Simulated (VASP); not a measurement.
# NaH (Fm-3m) in VASP: a series of runs, part 2 of 2

VASP 6.6.1.

### Step 3. Relaxation of the atoms, r2SCAN

This run uses another cell than the first one, of 13.23 Å³/atom, 1.021 times its volume.

The input, POSCAR:

```
NaH
1.0
    0.0000000000      2.3649715900      2.3649715900
    2.3649715900      0.0000000000      2.3649715900
    2.3649715900      2.3649715900      0.0000000000
Na H
1 1
Direct
    0.0000000000      0.0000000000      0.0000000000
    0.5000000000      0.5000000000      0.5000000000
```

The input, INCAR.step1:

```
SYSTEM = NaH
ALGO = Normal
EDIFF = 1E-4
ENCUT = 520
GGA = PE
ISMEAR = -1
LASPH = .TRUE.
LCHARG = .FALSE.
LREAL = .FALSE.
LWAVE = .TRUE.
NELM = 100
PREC = Accurate
SIGMA = 0.02
```

The input, INCAR.step2:

```
SYSTEM = NaH
ALGO = Normal
EDIFF = 1E-6
EDIFFG = -0.01
ENCUT = 520
IBRION = 2
ISIF = 2
ISMEAR = -1
ISTART = 1
LASPH = .TRUE.
LCHARG = .FALSE.
LMIXTAU = .TRUE.
LREAL = .FALSE.
LWAVE = .FALSE.
METAGGA = R2SCAN
NELM = 100
NSW = 50
PREC = Accurate
SIGMA = 0.02
```

The input, KPOINTS:

```
k-points
0
G
  10 10 10
  0 0 0
```

Potentials or basis: VASP PAW PBE potentials, release 64 (Na_pv, H).

Run with:

```sh
> cat potpaw_PBE.64/Na_pv/POTCAR potpaw_PBE.64/H/POTCAR > POTCAR
> cp INCAR.step1 INCAR
> mpirun -np 1 vasp_std > vasp.out
> cp INCAR.step2 INCAR
> mpirun -np 1 vasp_std > vasp.out
```

OUTCAR:

```text
SYSTEM = NaH
   EDIFF = 1E-6
   EDIFFG = -0.01
   ENCUT = 520
   IBRION = 2
   ISIF = 2
   ISMEAR = -1
   ISTART = 1
   LASPH = .TRUE.
   LREAL = .FALSE.
   METAGGA = R2SCAN
   NELM = 100
   NSW = 50
   PREC = Accurate

 ion  position               nearest neighbor table
   1  0.000  0.000  0.000-
   2  0.500  0.500  0.500-

  LATTYP: Found a face centered cubic cell.
 ALAT       =     4.7299431800

  Lattice vectors:
[... 442 lines left out ...]
      1     -24.1130      2.00000
      2     -24.0642      2.00000
      3     -24.0611      2.00000
      4      -2.4002      2.00000
      5       5.3960      0.00000
      6       8.9686      0.00000
      7      11.1134      0.00000
      8      12.0886      0.00000

 [... further k-points ...]
[... 5 lines left out ...]
  --------------------------------------------------------------------------------------
  -------------------------------------------------------------------------------------
  Total        0.1533835      0.1533835      0.1533835      0.0000000     -0.0000000      0.0000000
  in kB        9.2892674      9.2892674      9.2892674      0.0000000     -0.0000000      0.0000000
  external PRESSURE =       9.2892674 kB  Pullay stress =       0.0000000 kB

 VOLUME and BASIS-vectors are now :
 -----------------------------------------------------------------------------
  energy-cutoff  :      520.00
  volume of cell :       26.46
      direct lattice vectors                 reciprocal lattice vectors
     0.000000000  2.364971590  2.364971590    -0.211419030  0.211419030  0.211419030
     2.364971590  0.000000000  2.364971590     0.211419030 -0.211419030  0.211419030
     2.364971590  2.364971590  0.000000000     0.211419030  0.211419030 -0.211419030

 POSITION                                       TOTAL-FORCE (eV/Angst)
 -----------------------------------------------------------------------------------
      0.00000      0.00000      0.00000        -0.000000      0.000000      0.000000
      2.36497      2.36497      2.36497         0.000000     -0.000000      0.000000
 -----------------------------------------------------------------------------------
    total drift:                               -0.000000      0.000000      0.000000

  FREE ENERGIE OF THE ION-ELECTRON SYSTEM (eV)
  ---------------------------------------------------
  free  energy   TOTEN  =        -7.6005436206 eV

  energy  without entropy=       -7.6005436206  energy(sigma->0) =       -7.60054362

 reached required accuracy - stopping structural energy minimisation
```

OUTCAR.step1:

```text
SYSTEM = NaH
   EDIFF = 1E-4
   ENCUT = 520
   GGA = PE
   ISMEAR = -1
   LASPH = .TRUE.
   LREAL = .FALSE.
[... 484 lines left out ...]
      0.00000      0.00000      0.00000         0.000000     -0.000000     -0.000000
      2.36497      2.36497      2.36497        -0.000000      0.000000      0.000000
 -----------------------------------------------------------------------------------
    total drift:                               -0.000000      0.000000      0.000000

  FREE ENERGIE OF THE ION-ELECTRON SYSTEM (eV)
  ---------------------------------------------------
  free  energy   TOTEN  =        -5.0784667213 eV

  energy  without entropy=       -5.0784667213  energy(sigma->0) =       -5.07846672
```

OSZICAR.step1:

```text
N       E                     dE             d eps       ncg     rms          rms(c)
DAV:   1     0.173795846947E+02    0.17380E+02   -0.49706E+03   752   0.105E+03
DAV:   2    -0.506914836554E+01   -0.22449E+02   -0.22448E+02   832   0.134E+02
DAV:   3    -0.551028626481E+01   -0.44114E+00   -0.44114E+00   952   0.255E+01
DAV:   4    -0.551252764782E+01   -0.22414E-02   -0.22414E-02   976   0.163E+00
DAV:   5    -0.551253656430E+01   -0.89165E-05   -0.89165E-05   992   0.830E-02    0.324E+00
DAV:   6    -0.517103727652E+01    0.34150E+00   -0.39264E-01   808   0.397E+00    0.152E+00
DAV:   7    -0.507428324210E+01    0.96754E-01   -0.38658E-01   808   0.304E+00    0.339E-01
DAV:   8    -0.507845616902E+01   -0.41729E-02   -0.90959E-03   776   0.132E+00    0.638E-02
DAV:   9    -0.507848623170E+01   -0.30063E-04   -0.12181E-03   824   0.477E-01    0.213E-02
DAV:  10    -0.507846672132E+01    0.19510E-04   -0.58534E-05   536   0.654E-02
   1 F= -.50784667E+01 E0= -.50784667E+01  d E =-.117841E-10
```

It took 74 s on 1 thread of Oxide Virtual Turin-like, shared host; peak memory 0.12 GiB.

Results:

- Free energy: -7.6005 eV
- Pressure after relaxing: 0.9 GPa
- Band gap on the k mesh: 4.50 eV, indirect (least direct gap 5.35 eV)

Final structure:
```
Na H
1.0
     0.00000    2.36497    2.36497
     2.36497    0.00000    2.36497
     2.36497    2.36497    0.00000
Na H
1 1
Direct
  0.00000 0.00000 0.00000
  0.50000 0.50000 0.50000
```

Caveat: the relaxation stopped at its first step, so nothing moved; the PAW data sets were made with another functional, which shifts forces and pressure a little. r2SCAN opens gaps a little over a GGA but as a rule still falls short of measured ones.

### Step 4. Relaxation of the atoms, r2SCAN

This run uses another cell than the first one, of 13.50 Å³/atom, 1.043 times its volume.

The input, POSCAR:

```
NaH
1.0
    0.0000000000      2.3812822600      2.3812822600
    2.3812822600      0.0000000000      2.3812822600
    2.3812822600      2.3812822600      0.0000000000
Na H
1 1
Direct
    0.0000000000      0.0000000000      0.0000000000
    0.5000000000      0.5000000000      0.5000000000
```

The input, INCAR.step1:

```
PREC = Accurate
ENCUT = 520
ISMEAR = -1
SIGMA = 0.02
LREAL = F
LASPH = T
NELM = 80
GGA = PE
ALGO = Normal
EDIFF = 1E-4
LWAVE = T
LCHARG = F
```

The input, INCAR.step2:

```
PREC = Accurate
ENCUT = 520
EDIFF = 1E-6
ISMEAR = -1
SIGMA = 0.02
LREAL = F
LASPH = T
NELM = 80
ALGO = Normal
ISIF = 2
LWAVE = F
LCHARG = F
METAGGA = R2SCAN
LMIXTAU = T
IBRION = 2
NSW = 50
EDIFFG = -0.01
ISTART = 1
```

The input, KPOINTS:

```
regular mesh
0
Gamma
  10 10 10
```

Run with:

```sh
> cat potpaw_PBE.64/Na_pv/POTCAR potpaw_PBE.64/H/POTCAR > POTCAR
> cp INCAR.step1 INCAR
> mpirun -np 1 vasp_std > vasp.out
> cp INCAR.step2 INCAR
> mpirun -np 1 vasp_std > vasp.out
```

It took 81 s on 1 thread of Oxide Virtual Turin-like, shared host; peak memory 0.12 GiB.

The run converged. Its results:

```
Free energy             : -7.6026 eV
Pressure after relaxing : 0.3 GPa
Band gap on the k mesh  : 4.47 eV, indirect (least direct gap 5.30 eV)
```

Final structure:
```
CELL_PARAMETERS angstrom
0.00000 2.38128 2.38128
2.38128 0.00000 2.38128
2.38128 2.38128 0.00000
ATOMIC_POSITIONS crystal
Na 0.00000 0.00000 0.00000
H 0.50000 0.50000 0.50000
```

Levels at points of the mesh, in eV from the valence-band top:
```
           k point  band 1  band 2  band 3  band 4  band 5  band 6  band 7  band 8
(0.00, 0.00, 0.00)  -22.80  -22.80  -22.80   -3.65   11.87   16.70   16.70   16.70
(0.50, 0.00, 0.00)  -22.90  -22.81  -22.81   -0.83    4.47   12.03   14.21   14.21
(0.50, 0.50, 0.00)  -22.89  -22.83  -22.83   -0.16    5.30   10.89   11.69   11.69
```

Caveat: the relaxation stopped at its first step, so nothing moved; the PAW data sets were made with another functional, which shifts forces and pressure a little. A k mesh can miss the band edges.

### Step 5. Relaxation of the atoms, r2SCAN

This run uses another cell than the first one, of 13.78 Å³/atom, 1.064 times its volume.

The input, POSCAR:

```
NaH
1.0
    0.0000000000      2.3973724900      2.3973724900
    2.3973724900      0.0000000000      2.3973724900
    2.3973724900      2.3973724900      0.0000000000
Na H
1 1
Direct
    0.0000000000      0.0000000000      0.0000000000
    0.5000000000      0.5000000000      0.5000000000
```

The input, INCAR.step1:

```
SYSTEM = NaH
PREC = Accurate
ENCUT = 520
ISMEAR = -1
SIGMA = 0.02
LREAL = .FALSE.
LASPH = .TRUE.
NELM = 100
GGA = PE
ALGO = Normal
EDIFF = 1E-4
LWAVE = .TRUE.
LCHARG = .FALSE.
```

The input, INCAR.step2:

```
SYSTEM = NaH
PREC = Accurate
ENCUT = 520
EDIFF = 1E-6
ISMEAR = -1
SIGMA = 0.02
LREAL = .FALSE.
LASPH = .TRUE.
NELM = 100
ALGO = Normal
ISIF = 2
LWAVE = .FALSE.
LCHARG = .FALSE.
METAGGA = R2SCAN
LMIXTAU = .TRUE.
IBRION = 2
NSW = 50
EDIFFG = -0.01
ISTART = 1
```

The input, KPOINTS:

```
regular mesh
0
G
  10 10 10
  0 0 0
```

Run with:

```sh
> cat potpaw_PBE.64/Na_pv/POTCAR potpaw_PBE.64/H/POTCAR > POTCAR
> cp INCAR.step1 INCAR
> mpirun -np 1 vasp_std > vasp.out
> cp INCAR.step2 INCAR
> mpirun -np 1 vasp_std > vasp.out
```

Run time: 62 s. Hardware: 1 thread of Oxide Virtual Turin-like, shared host; peak memory 0.12 GiB.

Results (log left out):

* Free energy: -7.6025 eV
* Pressure after relaxing: -0.3 GPa
* Band gap on the k mesh: 4.43 eV, indirect (least direct gap 5.26 eV)

Final structure:
```yaml
crystal:
  lattice:
    - [0.00000, 2.39737, 2.39737]
    - [2.39737, 0.00000, 2.39737]
    - [2.39737, 2.39737, 0.00000]
  atoms:
    - { symbol: Na, position: [0.00000, 0.00000, 0.00000] }
    - { symbol: H, position: [0.50000, 0.50000, 0.50000] }
```

Levels at points of the mesh, in eV from the valence-band top:
| k point | band 1 | band 2 | band 3 | band 4 | band 5 | band 6 | band 7 | band 8 |
| --- | --- | --- | --- | --- | --- | --- | --- | --- |
| (0.00, 0.00, 0.00) | -22.84 | -22.84 | -22.84 | -3.60 | 11.68 | 16.55 | 16.55 | 16.55 |
| (0.50, 0.00, 0.00) | -22.93 | -22.85 | -22.85 | -0.83 | 4.43 | 11.88 | 14.08 | 14.08 |
| (0.50, 0.50, 0.00) | -22.92 | -22.87 | -22.87 | -0.16 | 5.26 | 10.81 | 11.56 | 11.56 |

Caveat: the relaxation stopped at its first step, so nothing moved; the PAW data sets were made with another functional, which shifts forces and pressure a little.

### Step 6. Summary

```csv
cell,gap on the mesh (eV),pressure (GPa)
"atoms relaxed from a = 3.321 Å, angles 60.0°, 2 atoms",4.54,1.5
"atoms relaxed from a = 3.345 Å, angles 60.0°, 2 atoms",4.50,0.9
"atoms relaxed from a = 3.368 Å, angles 60.0°, 2 atoms",4.47,0.3
"atoms relaxed from a = 3.390 Å, angles 60.0°, 2 atoms",4.43,-0.3
```

Alike in all rows: task relaxation of the atoms; level r2SCAN; potentials or basis VASP PAW PBE potentials, release 64 (Na_pv, H); no spin polarisation; k mesh 10 × 10 × 10; cutoff (eV) 520; smearing fermi-dirac 0.02 eV.

Caveats: the relaxation stopped at its first step, so nothing moved; the PAW data sets were made with another functional, which shifts forces and pressure a little.

Absolute energies hang on the potentials; compare differences alone.
